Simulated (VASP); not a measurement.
# Hg: relaxation of cell and atoms with PBEsol

The system is Hg.

```
Hg
1.0
     3.29022    0.00000    0.00000
    -1.64511    2.84942    0.00000
     0.00000    0.00000    5.01552
Hg
2
Direct
  0.66667 0.33333 0.75000
  0.33333 0.66667 0.25000
```

```json
{
 "Program": "VASP 6.6.1",
 "Task": "relaxation of cell and atoms",
 "Functional": "PBEsol",
 "Potentials or basis": "VASP PAW PBE potentials, release 64 (Hg)",
 "Cutoff": "600 eV",
 "k mesh": "15 × 15 × 8",
 "Occupations": "gaussian, width 0.1 eV",
 "Spin": "no spin polarisation",
 "Target pressure": "1 GPa",
 "Dipole correction": "no",
 "Further INCAR settings": "ALGO = Fast; EDIFF = 1e-07; IBRION = 2; EDIFFG = -0.008; NSW = 70; ISIF = 3"
}
```

```
Relaxed volume                                             : 23.32 Å³/atom
Relaxed cell                                               : a = 3.274 Å, b = 3.274 Å, c = 5.023 Å, α = 90.00°, β = 90.00°, γ = 120.00°
Space group after relaxing (to 0.1 Å)                      : P6_3/mmc (No. 194)
Energy change on relaxing (the run minimises the enthalpy) : +1.0 meV/atom
Ionic steps                                                : 5
Pressure after relaxing                                    : 1.0 GPa
Band gap on the k mesh                                     : zero (bands 12 and 13 overlap by 1.03 eV)
```

Step by step:
| step | energy change (eV) | largest force (eV/Å) | pressure (GPa) | volume (Å³) |
| --- | --- | --- | --- | --- |
| 1 | 0.0000 | 0.0000 | 0.74 | 47.02 |
| 2 | 0.0013 | 0.0000 | 0.92 | 46.76 |
| 3 | 0.0020 | 0.0000 | 1.02 | 46.64 |
| 4 | 0.0020 | 0.0000 | 1.01 | 46.64 |
| 5 | 0.0019 | 0.0000 | 1.00 | 46.64 |

Final structure:
```
Hg
1.0
     3.27447    0.00000    0.00000
    -1.63723    2.83577    0.00000
     0.00000    0.00000    5.02309
Hg
2
Direct
  0.66667 0.33333 0.75000
  0.33333 0.66667 0.25000
```

Levels at points of the mesh, in eV from the Fermi level:
```csv
k point,band 10,band 11,band 12,band 13,band 14,band 15
"(0.00, 0.00, 0.00)",-5.69,-5.69,-1.22,-0.72,11.93,11.93
"(0.00, 0.00, 0.50)",-5.92,-5.92,-5.92,7.98,7.98,12.98
```

It took 2.8 min on 1 thread of AMD EPYC 9R45 (Zen 5) (shared host), peak memory 0.23 GiB.

Caveat: the cell is relaxed towards a set pressure, so the run minimises the enthalpy, not the energy; the PAW data sets were made with another functional, which shifts forces and pressure a little; spin-orbit coupling is left out, which moves the levels of the heavy elements.
